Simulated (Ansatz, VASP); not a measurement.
# One calculation of Ag4Sn, two programs

File INCAR:

```
SYSTEM = Ag4Sn
  PREC = Accurate
  ENCUT = 600
  EDIFF = 1E-6
  ISMEAR = 0
  SIGMA = 0.1
  LREAL = .False.
  LASPH = .True.
  NELM = 60
  ALGO = Fast
  ISIF = 3
  LWAVE = .False.
  LCHARG = .False.
  GGA = PE
  IBRION = 2
  NSW = 100
  EDIFFG = -0.01
```

Contents of KPOINTS:

```
regular mesh
0
Gamma
  8 8 8
  0 0 0
```

Contents of POSCAR:

```
Ag4Sn
1.0
    5.1894432443      0.0000000000      0.0000000000
    0.0000000000      5.1894432443      0.0000000000
    0.0000000000      0.0000000000      5.1894432443
Ag Sn
4 1
Direct
    0.5000000000      0.0000000000      0.0000000000
    0.0000000000      0.5000000000      0.0000000000
    0.0000000000      0.0000000000      0.5000000000
    0.5000000000      0.5000000000      0.5000000000
    0.0000000000      0.0000000000      0.0000000000
```

Input for Ansatz:

```yaml
crystal:
  lattice:
    - [5.1894432443, 0.0, 0.0]
    - [0.0, 5.1894432443, 0.0]
    - [0.0, 0.0, 5.1894432443]
  atoms:
    - { symbol: Ag, position: [0.5, 0.0, 0.0] }
    - { symbol: Ag, position: [0.0, 0.5, 0.0] }
    - { symbol: Ag, position: [0.0, 0.0, 0.5] }
    - { symbol: Ag, position: [0.5, 0.5, 0.5] }
    - { symbol: Sn, position: [0.0, 0.0, 0.0] }
basis:
  ecutwfc: 420
kpoints:
  mp_grid: { grid: [8, 8, 8] }
hamiltonian:
  xc: pbe
scf:
  occupations: { method: gaussian, width: 0.1 }
output:
  forces: true
  stress: true
  eigenvalues: true
relax:
  adjacent_minimum: "off"
  f_tol: 0.01
  max_steps: 80
  cell: { stress_tol: 0.05 }
```

Alike in both runs: task relaxation of cell and atoms; functional PBE; k mesh 8 × 8 × 8; occupations gaussian, width 0.1 eV; no spin polarisation.

|  | VASP | Ansatz |
| --- | --- | --- |
| version | VASP 6.6.1 | Ansatz 0.2.0 |
| potentials or method | VASP PAW PBE potentials, release 64 (Ag, Sn_d), cutoff 600 eV | scalar-relativistic, plane waves, PAW |
| valence electrons in the cell | 58 | 90 |

```tsv
	VASP	Ansatz	Ansatz less VASP
gap on the k mesh at the Fermi level, each at its own relaxed structure (eV)	none	none	-
relaxed volume (Å³/atom)	28.10	28.07	-0.030
relaxed length of the cell vector where the two differ most in proportion (Å)	5.199	5.197	-0.0019
```

A gap of «none» marks a metal or a gap that the smearing closes. VASP's potentials hold 58 valence electrons a cell and Ansatz's 90, so a difference there can come from the potentials and not from the codes.
